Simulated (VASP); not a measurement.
Pt, 4 atoms in the cell. Symmetry: P2_1/m, No. 11, monoclinic system. The conventional cell has a = 2.708 Å, b = 4.677 Å, c = 2.708 Å, α = 90.00°, β = 120.00°, γ = 90.00°. Pt (site symmetry m) has 12 Pt at 2.71 to 2.88 Å within 3.6 Å.  This cell differs from its parent crystal: mode 1 frozen in at -0.078 Å and mode 2 at +0.026 Å (largest displacements).

```yaml
Program: VASP 6.6.1
Task: single point
Functional: LDA
Potentials_or_basis: VASP PAW LDA potentials, release 64 (Pt)
Cutoff: 520 eV
k_mesh: 18 × 18 × 6
Occupations: gaussian, width 0.15 eV
Spin: no spin polarisation
Dipole_correction: no
Further_INCAR_settings: ALGO = Fast; EDIFF = 1e-06; NBANDS = 28
```

Potentials or basis: VASP PAW LDA potentials, release 64 (Pt).

The run is started by

```console
$ cat potpaw_LDA.64/Pt/POTCAR > POTCAR
$ mpirun -np 1 vasp_std > vasp.out
```

Hardware: 1 thread of Intel(R) Xeon(R) 6975P-C (Granite Rapids) (shared host).

**Question.** Estimate the wall time of this run.

**Answer.** Wall time 9 min on 1 thread of Intel(R) Xeon(R) 6975P-C (Granite Rapids) (shared host), peak memory 0.78 GiB. Counts: scf iterations 19, k points 656.
